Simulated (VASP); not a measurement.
A run of VASP 6.6.1 is set up as follows.

The input INCAR:

```
PREC = Accurate ; ENCUT = 520
EDIFF = 1E-8 ; ISMEAR = 0
SIGMA = 0.01 ; LREAL = F
LASPH = T ; NELM = 100
ALGO = Normal ; ISIF = 2
LWAVE = F ; LCHARG = F
METAGGA = R2SCAN ; LMIXTAU = T
LCALCEPS = T
```

KPOINTS

```
Automatic mesh
0
Gamma
  6 6 8
```

File POSCAR:

```
SiO2
1.0
    4.1851909281      0.0000000000      0.0000000000
    0.0000000000      4.1851909281      0.0000000000
    0.0000000000      0.0000000000      2.6688388331
Si O
2 4
Direct
    0.5000000000      0.5000000000      0.5000000000
    0.0000000000      0.0000000000      0.0000000000
    0.1938988860      0.8061011140      0.5000000000
    0.8061011140      0.1938988860      0.5000000000
    0.3061011140      0.3061011140      0.0000000000
    0.6938988860      0.6938988860      0.0000000000
```

Potentials or basis: VASP PAW PBE potentials, release 64 (Si, O).

Run with:

```sh
$ cat potpaw_PBE.64/Si/POTCAR potpaw_PBE.64/O/POTCAR > POTCAR
$ mpirun -np 1 vasp_std > vasp.out
```

Question: Estimate the electronic dielectric tensor (diagonal).

Answer: 3.18, 3.18, 3.34.

Question: Predict the Born charges (mean of the diagonal).

Answer: Si +3.89; O -1.95 e.

Question: Estimate the band gap on the k mesh.

Answer: 6.51 eV.

Electronic dielectric tensor:
```
3.18 0.00 0.00
0.00 3.18 0.00
0.00 0.00 3.34
```

 A k mesh can miss the band edges.
